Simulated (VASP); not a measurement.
Crystal: MnS (Browneite).

```
CELL_PARAMETERS angstrom
0.00000 2.80000 2.80000
2.80000 0.00000 2.80000
2.80000 2.80000 0.00000
ATOMIC_POSITIONS crystal
Mn 0.00000 0.00000 0.00000
S 0.25000 0.25000 0.25000
```

Base run:

| Property | Result |
| --- | --- |
| Program | VASP 6.6.1 |
| Functional | PBEsol |
| Dispersion | D4 |
| Potentials or basis | VASP PAW PBE potentials, release 64 (Mn_pv, S) |
| Cutoff | 520 eV |
| k mesh | 6 × 6 × 6 |
| Occupations | methfessel-paxton, width 0.2 eV |
| Spin | collinear spin, ferromagnetic start |
| Starting moments | [2.8, 0.0] μB |
| Hubbard terms | Mn d U = 3.0 eV |

Its results: band gap on the k mesh 0.74 eV, indirect (least direct gap 1.06 eV); pressure 0.4 GPa; net moment 5.00 μB per cell; site moments Mn +4.52; S +0.04 μB.

**Question.** After a change of settings the same cell gave: band gap on the k mesh 1.42 eV, direct; pressure 2.6 GPa; net moment 5.00 μB per cell; site moments Mn +4.64; S +0.00 μB. Which change was it?
A. hubbard terms from Mn d U = 3.0 eV to Mn d U = 4.5 eV; further incar settings from ALGO = Normal; EDIFF = 1e-06; NBANDS = 20 to ALGO = Normal; EDIFF = 1e-07; NBANDS = 20
B. hubbard terms from Mn d U = 3.0 eV to Mn d U = 6.0 eV
C. hubbard terms from Mn d U = 3.0 eV to Mn d U = 1.5 eV

**Answer.** B.

Caveats: the PAW data sets were made with another functional, which shifts forces and pressure a little; a cell with one magnetic atom can't hold antiferromagnetic order, which such compounds often take.
